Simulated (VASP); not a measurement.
A run of VASP 6.6.1:

Contents of INCAR:

```
SYSTEM = CdGeAs2
PREC     = Accurate       ! precision mode
ENCUT    = 520            ! plane-wave cutoff, eV
EDIFF    = 1E-6           ! SCF threshold, eV
ISMEAR   = 0              ! smearing method
SIGMA    = 0.1            ! smearing width, eV
LREAL    = .False.        ! projectors in reciprocal space
LASPH    = .True.         ! aspherical terms in the spheres
NELM     = 60             ! most SCF steps
ALGO     = Normal         ! electronic algorithm
ISIF     = 2              ! what is computed and relaxed
LWAVE    = .False.        ! write WAVECAR
LCHARG   = .False.        ! write CHGCAR
GGA      = PS             ! functional
NBANDS   = 46             ! bands
```

KPOINTS

```
Automatic mesh
0
Gamma
  4 4 4
  0 0 0
```

POSCAR

```
CdGeAs2
1.0
   -2.9888745628      2.9888745628      5.6642966801
    2.9888745628     -2.9888745628      5.6642966801
    2.9888745628      2.9888745628     -5.6642966801
Cd Ge As
2 2 4
Direct
    0.2500000000      0.7500000000      0.5000000000
    0.5000000000      0.5000000000      0.0000000000
    0.0000000000      0.0000000000      0.0000000000
    0.7500000000      0.2500000000      0.5000000000
    0.8750000000      0.3462175700      0.9712175700
    0.6537824300      0.6250000000      0.5287824300
    0.3750000000      0.9037824300      0.0287824300
    0.0962175700      0.1250000000      0.4712175700
```

Potentials or basis: VASP PAW PBE potentials, release 64 (Cd, Ge_d, As).

Command:

```console
$ cat potpaw_PBE.64/Cd/POTCAR potpaw_PBE.64/Ge_d/POTCAR potpaw_PBE.64/As/POTCAR > POTCAR
$ mpirun -np 1 vasp_std > vasp.out
```

Hardware: 1 thread of Intel(R) Xeon(R) Platinum 8488C (Sapphire Rapids) (shared host).

How long does it take, and how much memory?

Wall time 120 s on 1 thread of Intel(R) Xeon(R) Platinum 8488C (Sapphire Rapids) (shared host), peak memory 0.45 GiB. Counts: scf iterations 15, k points 13.
